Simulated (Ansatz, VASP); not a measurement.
**WS2 in VASP and in Ansatz**

The input INCAR:

```
SYSTEM = WS2
ALGO     = Normal         ! electronic algorithm
EDIFF    = 1E-7           ! SCF threshold, eV
ENCUT    = 520            ! plane-wave cutoff, eV
GGA      = PS             ! functional
GGA_COMPAT= .FALSE.      
ISIF     = 2              ! what is computed and relaxed
ISMEAR   = -1             ! smearing method
LASPH    = .TRUE.         ! aspherical terms in the spheres
LCHARG   = .FALSE.        ! write CHGCAR
LMAXMIX  = 4              ! l up to which the mixer works
LORBIT   = 11             ! projections on sites
LORBMOM  = .TRUE.       
LREAL    = .FALSE.        ! projectors in reciprocal space
LSORBIT  = .TRUE.         ! spin-orbit coupling
LWAVE    = .FALSE.        ! write WAVECAR
MAGMOM   = 0 0 0 0 0 0 0 0 0 ! initial moments
NBANDS   = 39             ! bands
NELM     = 150            ! most SCF steps
PREC     = Accurate       ! precision mode
SIGMA    = 0.05           ! smearing width, eV
```

The input KPOINTS:

```
k-points
0
G
  10 10 2
  0 0 0
```

POSCAR

```
WS2
1.0
    3.1835163552      0.0000000000      0.0000000000
   -1.5917581776      2.7570060369      0.0000000000
    0.0000000000      0.0000000000     16.9505778900
W S
1 2
Direct
    0.0000000000      0.0000000000      0.0000000000
    0.3333333333      0.6666666667      0.0920005100
    0.3333333333      0.6666666667      0.9079994900
```

File input.yaml:

```yaml
crystal:
  lattice:
    - [3.1835163552, 0.0, 0.0]
    - [-1.5917581776, 2.7570060369, 0.0]
    - [0.0, 0.0, 16.95057789]
  atoms:
    - { symbol: W, position: [0.0, 0.0, 0.0] }
    - { symbol: S, position: [0.3333333333, 0.6666666667, 0.09200051] }
    - { symbol: S, position: [0.3333333333, 0.6666666667, 0.90799949] }
hamiltonian:
  xc: pbesol
  pseudopotentials: { kind: paw_fr }
magnetization:
  noncollinear: true
  spin_orbit: true
kpoints:
  mp_grid: { grid: [10, 10, 2] }
  band_path:
    path:
      - [[0.0, 0.0, 0.0], [0.5, 0.0, 0.0], [0.3333333333, 0.3333333333, 0.0], [0.0, 0.0, 0.0], [0.0, 0.0, 0.5], [0.5, 0.0, 0.5], [0.3333333333, 0.3333333333, 0.5], [0.0, 0.0, 0.5]]
      - [[0.5, 0.0, 0.5], [0.5, 0.0, 0.0]]
      - [[0.3333333333, 0.3333333333, 0.0], [0.3333333333, 0.3333333333, 0.5]]
    npoints: 14
scf:
  occupations: { method: fermi_dirac, width: 0.05 }
  n_extra_bands: 7
output:
  forces: true
  stress: true
  eigenvalues: true
  fatbands: false
  write_density: true
  write_potential: true
  elf: true
  volumetric_format: npy
```

Alike in both runs: functional PBEsol; k mesh 10 × 10 × 2; occupations fermi-dirac, width 0.05 eV; non-collinear spin, spin-orbit coupling.

```csv
,VASP,Ansatz
version,VASP 6.6.1,Ansatz 0.2.0
potentials or method,"VASP PAW PBE potentials, release 64 (W_sv, S)",Ansatz PAW
plane-wave cutoff (eV),520,420
valence electrons in the cell,26,26
task,single point,band structure
```

Ansatz gave:

```
rms of the force components (eV/Å) : 0.061
```

Question: What did VASP give for the same quantities?

Answer: rms of the force components (eV/Å): 0.038.

VASP's potentials were made for PBE, not for PBEsol. Atom by atom the forces differ by 0.023 eV/Å (rms over components).
